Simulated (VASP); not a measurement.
# Pd (Im-3m) in VASP: notebook

Pd is run at these levels: r2SCAN; tasks: single point, relaxation of cell and atoms.

All numbers are computed with VASP 6.6.1; they aren't measurements. Logs are shortened: lines on timing, memory, paths and dates and some standing lists are left out, and cuts for length are marked.

## (1) The cell of the first run

Symmetry: Im-3m, No. 229, cubic system. Conventional cell: a = 3.231 Å, b = 3.231 Å, c = 3.231 Å, α = 90.00°, β = 90.00°, γ = 90.00°. Within 3.7 Å of Pd (site symmetry m-3m) lie 14 Pd at 2.80 to 3.23 Å.

This isn't the form of Pd at room conditions, which is fcc.

## (2) Single point, r2SCAN (16.87 Å³/atom)

Contents of POSCAR:

```
Pd
1.0
   -1.6157182920      1.6157182920      1.6157182920
    1.6157182920     -1.6157182920      1.6157182920
    1.6157182920      1.6157182920     -1.6157182920
Pd
1
Direct
    0.0000000000      0.0000000000      0.0000000000
```

Contents of INCAR.step1:

```
ALGO = Normal ; EDIFF = 1E-4
ENCUT = 520 ; GGA = PE
ISMEAR = -1 ; LASPH = True
LCHARG = False ; LREAL = False
LWAVE = True ; NBANDS = 11
NELM = 100 ; PREC = Accurate
SIGMA = 0.1
```

Contents of INCAR.step2:

```
ALGO = Normal ; EDIFF = 1E-7
ENCUT = 520 ; ISIF = 2
ISMEAR = -1 ; ISTART = 1
LASPH = True ; LCHARG = False
LMIXTAU = True ; LREAL = False
LWAVE = False ; METAGGA = R2SCAN
NBANDS = 11 ; NELM = 100
PREC = Accurate ; SIGMA = 0.1
```

Contents of KPOINTS:

```
k-points
0
Gamma
  16 16 16
```

Potentials or basis: VASP PAW PBE potentials, release 64 (Pd).

Launch:

```console
$ cat potpaw_PBE.64/Pd/POTCAR > POTCAR
$ cp INCAR.step1 INCAR
$ mpirun -np 1 vasp_std > vasp.out
$ cp INCAR.step2 INCAR
$ mpirun -np 1 vasp_std > vasp.out
```

OUTCAR:

```text
EDIFF = 1E-7
   ENCUT = 520
   ISIF = 2
   ISMEAR = -1
   ISTART = 1
   LASPH = True
   LREAL = False
   METAGGA = R2SCAN
   NELM = 100
   PREC = Accurate

 ion  position               nearest neighbor table
   1  0.000  0.000  0.000-

  LATTYP: Found a body centered cubic cell.
 ALAT       =     3.2314365840

  Lattice vectors:

 A1 = (  -1.6157182920,   1.6157182920,   1.6157182920)
 A2 = (   1.6157182920,  -1.6157182920,   1.6157182920)
 A3 = (   1.6157182920,   1.6157182920,  -1.6157182920)

Analysis of symmetry for initial positions (statically):
=====================================================================
 Subroutine PRICEL returns:
 Original cell was already a primitive cell.

 Routine SETGRP: Setting up the symmetry group for a
 body centered cubic supercell.

 Subroutine GETGRP returns: Found 48 space group operations
 (whereof 48 operations were pure point group operations)
 out of a pool of 48 trial point group operations.

The static configuration has the point symmetry O_h .

Analysis of symmetry for dynamics (positions and initial velocities):
=====================================================================
 Subroutine PRICEL returns:
 Original cell was already a primitive cell.

 Routine SETGRP: Setting up the symmetry group for a
 body centered cubic supercell.

 Subroutine GETGRP returns: Found 48 space group operations
 (whereof 48 operations were pure point group operations)
 out of a pool of 48 trial point group operations.

The dynamic configuration has the point symmetry O_h .

 Subroutine INISYM returns: Found 48 space group operations
 (whereof 48 operations are pure point group operations),
 and found     1 'primitive' translations

----------------------------------------------------------------------------------------

                                     Primitive cell

  volume of cell :      16.8716

  direct lattice vectors                    reciprocal lattice vectors
    -1.615718292  1.615718292  1.615718292     0.000000000  0.309459887  0.309459887
     1.615718292 -1.615718292  1.615718292     0.309459887  0.000000000  0.309459887
     1.615718292  1.615718292 -1.615718292     0.309459887  0.309459887  0.000000000

  length of vectors
     2.798506172  2.798506172  2.798506172     0.437642369  0.437642369  0.437642369

  position of ions in fractional coordinates (direct lattice)
[... 81 lines left out ...]
   IBRION =     -1    ionic relax: 0-MD 1-quasi-New 2-CG
   NFREE  =      0    steps in history (QN), initial steepest desc. (CG)
   ISIF   =      2    stress and relaxation
   ISYM   =      2    0-nonsym 1-usesym 2-fastsym
   POTIM  = 0.5000    time-step for ionic-motion
   TEBEG  =    0.0;   TEEND  =   0.0 temperature during run
   PSTRESS=    0.0 pullay stress
   NELECT =      10.0000    total number of electrons
   NUPDOWN=      -1.0000    fix difference up-down
   EMIN   =  10.00;   EMAX   =-10.00  energy-range for DOS
   EFERMI =   0.00;   METHOD = LEGACY
   ISMEAR =    -1;   SIGMA  =   0.10  broadening in eV -4-tet -1-fermi 0-gaus
   EFERMI_NEDOS =   21; number of points for ismear=-14 and -15
   IALGO  =     38    algorithm
   IMIX   =      4    mixing-type and parameters
     AMIX     =   0.40;   BMIX     =  1.00
     AMIX_MAG =   1.60;   BMIX_MAG =  1.00
  volume/ion in A,a.u.               =      16.87       113.86
  Fermi-wavevector in a.u.,A,eV,Ry     =   1.375168  2.598691 25.729813  1.891088
  Thomas-Fermi vector in A             =   2.500529
   LORBIT       =      0    0 simple, 1 ext, 2 COOP (PROOUT), +10 PAW based schemes
   METAGGA = R2SCAN    functional components
   LHFCALC =     F    Hartree Fock is set to
   AEXX    =    0.0000 exact exchange contribution
   IVDW    =     0    specifies the selected vdW correction
   LEPSILON=     F    determine dielectric tensor
   LRPA    =     F    only Hartree local field effects (RPA)
 non-spin polarized calculation
  energy-cutoff  :      520.00
  volume of cell :       16.87
 maximum number of plane-waves:       466
 NGX is ok and might be reduce to    24
   NGX = 11   NGY = 11   NGZ = 11

 number of electron      10.0000000 magnetization

 Free energy of the ion-electron system (eV)
  ---------------------------------------------------
  ext. energy  EPLUGINS =         0.00000000
  ---------------------------------------------------
  free energy    TOTEN  =       -22.83580509 eV

  energy without entropy =      -22.79034455  energy(sigma->0) =      -22.81307482

 E-fermi :   7.5669     XC(G=0): -13.1352

 val. band max:        7.5439069962   @ k =  -0.3750   0.4375   0.1250
 cond. band min:       7.5676506305   @ k =   0.5000   0.5000   0.4375
 fundamental gap:      0.0237436343
 Fermi energy:         7.5668914363

 k-point     1 :       0.0000    0.0000    0.0000
  band No.  band energies     occupation
      1       1.3888      2.00000
      2       5.0671      2.00000
      3       5.0671      2.00000
      4       5.0671      2.00000
      5       6.6944      1.99968
      6       6.6944      1.99968
      7      27.4853      0.00000
      8      27.4853      0.00000
      9      27.4853      0.00000
     10      30.6477      0.00000
     11      34.8481      0.00000
[... 309 lines left out ...]
 k-point    24 :       0.2500    0.1875    0.0000
  band No.  band energies     occupation
      1       3.7867      2.00000
      2       4.4515      2.00000
      3       5.2928      2.00000
      4       6.4255      1.99998
      5       6.9799      1.99437
      6       9.0917      0.00000
      7      19.2526      0.00000
      8      20.9745      0.00000
      9      25.3276      0.00000
     10      29.9851      0.00000
     11      30.6662      0.00000

 [... further k-points ...]

------------------------ aborting loop because EDIFF is reached ----------------------------------------

  FORCE on cell =-STRESS in cart. coord.  units (eV):
  Direction    XX          YY          ZZ          XY          YZ          ZX
  --------------------------------------------------------------------------------------
  -------------------------------------------------------------------------------------
  Total       -1.5292355     -1.5292355     -1.5292355      0.0000000      0.0000000     -0.0000000
  in kB     -145.2205401   -145.2205401   -145.2205401      0.0000000      0.0000000     -0.0000000
  external PRESSURE =    -145.2205401 kB  Pullay stress =       0.0000000 kB

 VOLUME and BASIS-vectors are now :
 -----------------------------------------------------------------------------
  energy-cutoff  :      520.00
  volume of cell :       16.87
      direct lattice vectors                 reciprocal lattice vectors
    -1.615718292  1.615718292  1.615718292     0.000000000  0.309459887  0.309459887
     1.615718292 -1.615718292  1.615718292     0.309459887  0.000000000  0.309459887
     1.615718292  1.615718292 -1.615718292     0.309459887  0.309459887  0.000000000

 POSITION                                       TOTAL-FORCE (eV/Angst)
 -----------------------------------------------------------------------------------
      0.00000      0.00000      0.00000         0.000000      0.000000      0.000000
 -----------------------------------------------------------------------------------
    total drift:                                0.000000      0.000000      0.000000

  FREE ENERGIE OF THE ION-ELECTRON SYSTEM (eV)
  ---------------------------------------------------
  free  energy   TOTEN  =       -22.8358050914 eV

  energy  without entropy=      -22.7903445513  energy(sigma->0) =      -22.81307482
```

OSZICAR.step1:

```text
N       E                     dE             d eps       ncg     rms          rms(c)
DAV:   1     0.428815589242E+02    0.42882E+02   -0.51395E+03  3214   0.841E+02
DAV:   2    -0.475524510377E+01   -0.47637E+02   -0.45932E+02  3626   0.179E+02
DAV:   3    -0.536010105498E+01   -0.60486E+00   -0.60223E+00  3741   0.214E+01
DAV:   4    -0.536341185377E+01   -0.33108E-02   -0.33105E-02  3835   0.170E+00
DAV:   5    -0.536345691633E+01   -0.45063E-04   -0.45063E-04  3987   0.173E-01    0.525E+00
DAV:   6    -0.514659326122E+01    0.21686E+00   -0.10759E+00  3805   0.808E+00    0.258E+00
DAV:   7    -0.514229277026E+01    0.43005E-02   -0.29312E-03  3783   0.582E-01    0.148E+00
DAV:   8    -0.514026493140E+01    0.20278E-02   -0.81403E-04  3813   0.196E-01    0.234E-02
DAV:   9    -0.514027073807E+01   -0.58067E-05   -0.56337E-06  2297   0.212E-02
   1 F= -.51402707E+01 E0= -.51157455E+01  d E =-.490505E-01
```

It took 1.8 min on 1 thread of Intel Xeon 8259CL, shared host; peak memory 0.16 GiB.

What came out:

```
Free energy            : -22.8358 eV
Pressure               : -14.5 GPa
Band gap on the k mesh : zero (bands 5 and 6 overlap by 1.42 eV)
```

Caveat: the cell stands under tension; the PAW data sets were made with another functional, which shifts forces and pressure a little.

[end of part 1 of 2]

The gap in the log of VASP goes by the Fermi energy; the results here count the filled bands.